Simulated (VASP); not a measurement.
# Zr2Ge (Fd-3m) in VASP: further runs

Runs on Zr2Ge. Level: PBE. Tasks: single point.

Program: VASP 6.6.1. These are calculated values, not measurements. Logs are shortened: lines on timing, memory, paths and dates and some standing lists are left out, and cuts for length are marked.

## (1) The cell of the first run

Symmetry: Fd-3m, No. 227, cubic system. Conventional cell: a = 7.401 Å, b = 7.401 Å, c = 7.401 Å, α = 90.00°, β = 90.00°, γ = 90.00°. Zr (site symmetry -3m) has 6 Zr at 2.62 Å and 6 Ge at 3.07 Å within 3.5 Å. Ge (site symmetry -43m) has 12 Zr at 3.07 Å and 4 Ge at 3.20 Å within 4.0 Å.

## (2) Single point, PBE

INCAR reads:

```
PREC     = Accurate       # precision mode
ENCUT    = 520            # plane-wave cutoff, eV
EDIFF    = 1E-6           # SCF threshold, eV
ISMEAR   = 0              # smearing method
SIGMA    = 0.1            # smearing width, eV
LREAL    = False          # projectors in reciprocal space
LASPH    = True           # aspherical terms in the spheres
NELM     = 80             # most SCF steps
ALGO     = Normal         # electronic algorithm
ISIF     = 2              # what is computed and relaxed
LWAVE    = False          # write WAVECAR
LCHARG   = True           # write CHGCAR
GGA      = PE             # functional
LELF     = True           # ELF
LVHAR    = True         
NBANDS   = 47             # bands
```

KPOINTS reads:

```
Automatic mesh
0
Gamma
  4 4 4
```

POSCAR reads:

```
Zr2Ge
1.0
    0.0000000000      3.7004145513      3.7004145513
    3.7004145513      0.0000000000      3.7004145513
    3.7004145513      3.7004145513      0.0000000000
Zr Ge
4 2
Direct
    0.6250000000      0.6250000000      0.6250000000
    0.1250000000      0.6250000000      0.6250000000
    0.6250000000      0.6250000000      0.1250000000
    0.6250000000      0.1250000000      0.6250000000
    0.0000000000      0.0000000000      0.0000000000
    0.2500000000      0.2500000000      0.2500000000
```

Potentials or basis: VASP PAW PBE potentials, release 64 (Zr_sv, Ge_d).

Run with:

```
$ cat potpaw_PBE.64/Zr_sv/POTCAR potpaw_PBE.64/Ge_d/POTCAR > POTCAR
$ mpirun -np 1 vasp_std > vasp.out
```

OUTCAR:

```text
PREC = Accurate
   ENCUT = 520
   EDIFF = 1E-6
   ISMEAR = 0
   LREAL = False
   LASPH = True
   NELM = 80
   ISIF = 2
   GGA = PE

 ion  position               nearest neighbor table
   1  0.625  0.625  0.625-   2 2.62   3 2.62   4 2.62   3 2.62   4 2.62   2 2.62   6 3.07   5 3.07
                             6 3.07   5 3.07   6 3.07   5 3.07
   2  0.125  0.625  0.625-   1 2.62   3 2.62   4 2.62   1 2.62   3 2.62   4 2.62   5 3.07   6 3.07
                             5 3.07   5 3.07   6 3.07   6 3.07
   3  0.625  0.625  0.125-   1 2.62   1 2.62   2 2.62   4 2.62   4 2.62   2 2.62   6 3.07   5 3.07
                             6 3.07   5 3.07   6 3.07   5 3.07
   4  0.625  0.125  0.625-   1 2.62   3 2.62   1 2.62   2 2.62   3 2.62   2 2.62   5 3.07   6 3.07
                             5 3.07   6 3.07   6 3.07   5 3.07
   5  0.000  0.000  0.000-   1 3.07   3 3.07   4 3.07   1 3.07   2 3.07   3 3.07   1 3.07   2 3.07
                             4 3.07   2 3.07   3 3.07   4 3.07
   6  0.250  0.250  0.250-   2 3.07   3 3.07   4 3.07   1 3.07   2 3.07   4 3.07   1 3.07   2 3.07
                             3 3.07   1 3.07   3 3.07   4 3.07

  LATTYP: Found a face centered cubic cell.
 ALAT       =     7.4008291026

  Lattice vectors:

 A1 = (   0.0000000000,   3.7004145513,   3.7004145513)
 A2 = (   3.7004145513,   0.0000000000,   3.7004145513)
 A3 = (   3.7004145513,   3.7004145513,   0.0000000000)

Analysis of symmetry for initial positions (statically):
=====================================================================
 Subroutine PRICEL returns:
 Original cell was already a primitive cell.

 Routine SETGRP: Setting up the symmetry group for a
 face centered cubic supercell.

 Subroutine GETGRP returns: Found 48 space group operations
 (whereof 24 operations were pure point group operations)
 out of a pool of 48 trial point group operations.

The static configuration has the point symmetry T_d .
 The point group associated with its full space group is O_h .

Analysis of symmetry for dynamics (positions and initial velocities):
=====================================================================
 Subroutine PRICEL returns:
 Original cell was already a primitive cell.

 Routine SETGRP: Setting up the symmetry group for a
 face centered cubic supercell.

 Subroutine GETGRP returns: Found 48 space group operations
 (whereof 24 operations were pure point group operations)
 out of a pool of 48 trial point group operations.

The dynamic configuration has the point symmetry T_d .
 The point group associated with its full space group is O_h .

 Subroutine INISYM returns: Found 48 space group operations
 (whereof 24 operations are pure point group operations),
 and found     1 'primitive' translations

----------------------------------------------------------------------------------------

                                     Primitive cell

  volume of cell :     101.3401

  direct lattice vectors                    reciprocal lattice vectors
     0.000000000  3.700414551  3.700414551    -0.135119996  0.135119996  0.135119996
     3.700414551  0.000000000  3.700414551     0.135119996 -0.135119996  0.135119996
     3.700414551  3.700414551  0.000000000     0.135119996  0.135119996 -0.135119996

  length of vectors
     5.233176445  5.233176445  5.233176445     0.234034698  0.234034698  0.234034698

  position of ions in fractional coordinates (direct lattice)
     0.625000000  0.625000000  0.625000000
     0.125000000  0.625000000  0.625000000
     0.625000000  0.625000000  0.125000000
     0.625000000  0.125000000  0.625000000
     0.000000000  0.000000000  0.000000000
     0.250000000  0.250000000  0.250000000

  ion indices of the primitive-cell ions
   primitive index   ion index
                 1           1
                 2           2
                 3           3
                 4           4
                 5           5
                 6           6

----------------------------------------------------------------------------------------

 KPOINTS: Automatic mesh

Automatic generation of k-mesh.
 Grid dimensions read from file:
 generate k-points for:    4    4    4

 Generating k-lattice:

  Cartesian coordinates                     Fractional coordinates (reciprocal lattice)
    -0.033779999  0.033779999  0.033779999     0.250000000  0.000000000  0.000000000
     0.033779999 -0.033779999  0.033779999     0.000000000  0.250000000  0.000000000
     0.033779999  0.033779999 -0.033779999     0.000000000  0.000000000  0.250000000

  Length of vectors
     0.058508675  0.058508675  0.058508675

  Shift w.r.t. Gamma in fractional coordinates (k-lattice)
     0.000000000  0.000000000  0.000000000

 Subroutine IBZKPT returns following result:
 ===========================================

 Found      8 irreducible k-points:

 Following reciprocal coordinates:
            Coordinates               Weight
  0.000000  0.000000  0.000000      1.000000
  0.250000  0.000000  0.000000      8.000000
  0.500000  0.000000  0.000000      4.000000
  0.250000  0.250000  0.000000      6.000000
  0.500000  0.250000  0.000000     24.000000
 -0.250000  0.250000  0.000000     12.000000
  0.500000  0.500000  0.000000      3.000000
 -0.250000  0.500000  0.250000      6.000000
   k-points           NKPTS =      8   k-points in BZ     NKDIM =      8   number of bands    NBANDS=     47
   number of dos      NEDOS =    301   number of ions     NIONS =      6
   total plane-waves  NPLWV =  64000
   dimension x,y,z NGX =    40 NGY =   40 NGZ =   40
   dimension x,y,z NGXF=    80 NGYF=   80 NGZF=   80
   ions per type =               4   2
   NGX,Y,Z   is equivalent  to a cutoff of  12.71, 12.71, 12.71 a.u.
   NGXF,Y,Z  is equivalent  to a cutoff of  25.41, 25.41, 25.41 a.u.
 SYSTEM =  unknown system
   PREC   = accura    normal or accurate (medium, high low for compatibility)
   ISTART =      0    job   : 0-new  1-cont  2-samecut
   ICHARG =      2    charge: 1-file 2-atom 10-const
   ISPIN  =      1    spin polarized calculation?
   LNONCOLLINEAR =      F non collinear calculations
   LSORBIT =      F    spin-orbit coupling
   LASPH  =      T    aspherical Exc in radial PAW
   ENCUT  =  520.0 eV  38.22 Ry    6.18 a.u.   9.73  9.73  9.73*2*pi/ulx,y,z
   NELM   =     80;   NELMIN=  2; NELMDL= -5     # of ELM steps
   EDIFF  = 0.1E-05   stopping-criterion for ELM
   LREAL  =      F    real-space projection
   EDIFFG = 0.1E-04   stopping-criterion for IOM
   NSW    =      0    number of steps for IOM
   IBRION =     -1    ionic relax: 0-MD 1-quasi-New 2-CG
   NFREE  =      0    steps in history (QN), initial steepest desc. (CG)
   ISIF   =      2    stress and relaxation
   ISYM   =      2    0-nonsym 1-usesym 2-fastsym
   POTIM  = 0.5000    time-step for ionic-motion
   TEBEG  =    0.0;   TEEND  =   0.0 temperature during run
   PSTRESS=    0.0 pullay stress
   NELECT =      76.0000    total number of electrons
   NUPDOWN=      -1.0000    fix difference up-down
   EMIN   =  10.00;   EMAX   =-10.00  energy-range for DOS
   EFERMI =   0.00;   METHOD = LEGACY
   ISMEAR =     0;   SIGMA  =   0.10  broadening in eV -4-tet -1-fermi 0-gaus
   EFERMI_NEDOS =   21; number of points for ismear=-14 and -15
   IALGO  =     38    algorithm
   IMIX   =      4    mixing-type and parameters
     AMIX     =   0.40;   BMIX     =  1.00
     AMIX_MAG =   1.60;   BMIX_MAG =  1.00
  volume/ion in A,a.u.               =      16.89       113.98
  Fermi-wavevector in a.u.,A,eV,Ry     =   1.487370  2.810722 30.099749  2.212269
  Thomas-Fermi vector in A             =   2.600539
   LORBIT       =      0    0 simple, 1 ext, 2 COOP (PROOUT), +10 PAW based schemes
   GGA     = PE    functional components
   LHFCALC =     F    Hartree Fock is set to
   AEXX    =    0.0000 exact exchange contribution
   IVDW    =     0    specifies the selected vdW correction
   LEPSILON=     F    determine dielectric tensor
   LRPA    =     F    only Hartree local field effects (RPA)
 non-spin polarized calculation
 Gauss-broadening in eV      SIGMA  =   0.10
  energy-cutoff  :      520.00
  volume of cell :      101.34
 maximum number of plane-waves:      2764
 NGX is ok and might be reduce to    40
   NGX = 19   NGY = 19   NGZ = 19

 number of electron      75.9999998 magnetization

 Free energy of the ion-electron system (eV)
  ---------------------------------------------------
  ext. energy  EPLUGINS =         0.00000000
  ---------------------------------------------------
  free energy    TOTEN  =       -39.64960186 eV

  energy without entropy =      -39.62547406  energy(sigma->0) =      -39.63753796

 E-fermi :  11.2851     XC(G=0): -12.3128

 val. band max:       11.2558443774   @ k =  -0.2500   0.2500   0.0000
 cond. band min:      11.3318976514   @ k =   0.5000   0.0000   0.0000
 fundamental gap:      0.0760532739
 Fermi energy:        11.2850626627

 k-point     1 :       0.0000    0.0000    0.0000
  band No.  band energies     occupation
      1     -37.4748      2.00000
      2     -36.6144      2.00000
      3     -36.6144      2.00000
      4     -36.6144      2.00000
      5     -17.9817      2.00000
      6     -16.2226      2.00000
[... 39 lines left out ...]
     46      15.8617      0.00000
     47      15.8644      0.00000

 k-point     2 :       0.2500    0.0000    0.0000
  band No.  band energies     occupation
      1     -37.3915      2.00000
      2     -36.7132      2.00000
      3     -36.6152      2.00000
      4     -36.6152      2.00000
      5     -17.6624      2.00000
      6     -16.1085      2.00000
[... 39 lines left out ...]
     46      15.6232      0.00000
     47      15.7862      0.00000

 k-point     3 :       0.5000    0.0000    0.0000
  band No.  band energies     occupation
      1     -37.2729      2.00000
      2     -36.8473      2.00000
      3     -36.6161      2.00000
      4     -36.6161      2.00000
      5     -17.3031      2.00000
      6     -15.9592      2.00000
[... 39 lines left out ...]
     46      15.0784      0.00000
     47      15.4391      0.00000

 k-point     4 :       0.2500    0.2500    0.0000
  band No.  band energies     occupation
      1     -37.3580      2.00000
      2     -36.7507      2.00000
      3     -36.6161      2.00000
      4     -36.6161      2.00000
      5     -17.5200      2.00000
      6     -16.2528      2.00000
[... 39 lines left out ...]
     46      15.0896      0.00000
     47      15.9835      0.00000

 k-point     5 :       0.5000    0.2500    0.0000
  band No.  band energies     occupation
      1     -37.2129      2.00000
      2     -36.9107      2.00000
      3     -36.6175      2.00000
      4     -36.6169      2.00000
      5     -17.0279      2.00000
      6     -16.1627      2.00000
[... 39 lines left out ...]
     46      14.7093      0.00000
     47      15.3518      0.00000

 k-point     6 :      -0.2500    0.2500    0.0000
  band No.  band energies     occupation
      1     -37.2734      2.00000
      2     -36.8455      2.00000
      3     -36.6173      2.00000
      4     -36.6161      2.00000
      5     -17.2319      2.00000
      6     -16.0732      2.00000
[... 39 lines left out ...]
     46      15.1792      0.00000
     47      15.1933      0.00000

 k-point     7 :       0.5000    0.5000    0.0000
  band No.  band energies     occupation
      1     -37.0640      2.00000
      2     -37.0640      2.00000
      3     -36.6178      2.00000
      4     -36.6178      2.00000
      5     -16.5762      2.00000
      6     -16.5762      2.00000
[... 39 lines left out ...]
     46      13.9082      0.00000
     47      15.8628      0.00000

 k-point     8 :      -0.2500    0.5000    0.2500
  band No.  band energies     occupation
      1     -37.0640      2.00000
      2     -37.0640      2.00000
      3     -36.6178      2.00000
      4     -36.6178      2.00000
      5     -16.5010      2.00000
      6     -16.5010      2.00000
[... 39 lines left out ...]
     46      14.1100      0.00000
     47      14.2186      0.00000

------------------------ aborting loop because EDIFF is reached ----------------------------------------

  FORCE on cell =-STRESS in cart. coord.  units (eV):
  Direction    XX          YY          ZZ          XY          YZ          ZX
  --------------------------------------------------------------------------------------
  -------------------------------------------------------------------------------------
  Total       19.6718471     19.6718471     19.6718471      0.0000000      0.0000000      0.0000000
  in kB      311.0101678    311.0101678    311.0101678      0.0000000      0.0000000      0.0000000
  external PRESSURE =     311.0101678 kB  Pullay stress =       0.0000000 kB

 VOLUME and BASIS-vectors are now :
 -----------------------------------------------------------------------------
  energy-cutoff  :      520.00
  volume of cell :      101.34
      direct lattice vectors                 reciprocal lattice vectors
     0.000000000  3.700414551  3.700414551    -0.135119996  0.135119996  0.135119996
     3.700414551  0.000000000  3.700414551     0.135119996 -0.135119996  0.135119996
     3.700414551  3.700414551  0.000000000     0.135119996  0.135119996 -0.135119996

 POSITION                                       TOTAL-FORCE (eV/Angst)
 -----------------------------------------------------------------------------------
      4.62552      4.62552      4.62552        -0.000000      0.000000      0.000000
      4.62552      2.77531      2.77531        -0.000000      0.000000      0.000000
      2.77531      2.77531      4.62552        -0.000000      0.000000      0.000000
      2.77531      4.62552      2.77531        -0.000000      0.000000      0.000000
      0.00000      0.00000      0.00000        -0.000000     -0.000000     -0.000000
      1.85021      1.85021      1.85021         0.000000      0.000000      0.000000
 -----------------------------------------------------------------------------------
    total drift:                                0.000000      0.000000      0.000000

  FREE ENERGIE OF THE ION-ELECTRON SYSTEM (eV)
  ---------------------------------------------------
  free  energy   TOTEN  =       -39.6496018640 eV

  energy  without entropy=      -39.6254740610  energy(sigma->0) =      -39.63753796
```

Wall time 80 s (1 thread of Intel Xeon 8259CL, shared host); peak memory 0.21 GiB.

What came out:

```
Free energy            : -39.6496 eV
Pressure               : 31.1 GPa
Band gap on the k mesh : zero (bands 38 and 39 overlap by 0.86 eV)
```

Caveat: the k points lie up to 0.37 Å⁻¹ apart, too coarse for converged energies and pressures of a metal.

(Part 1 of 2 ends here.)

The gap in the log of VASP goes by the Fermi energy; the results here count the filled bands.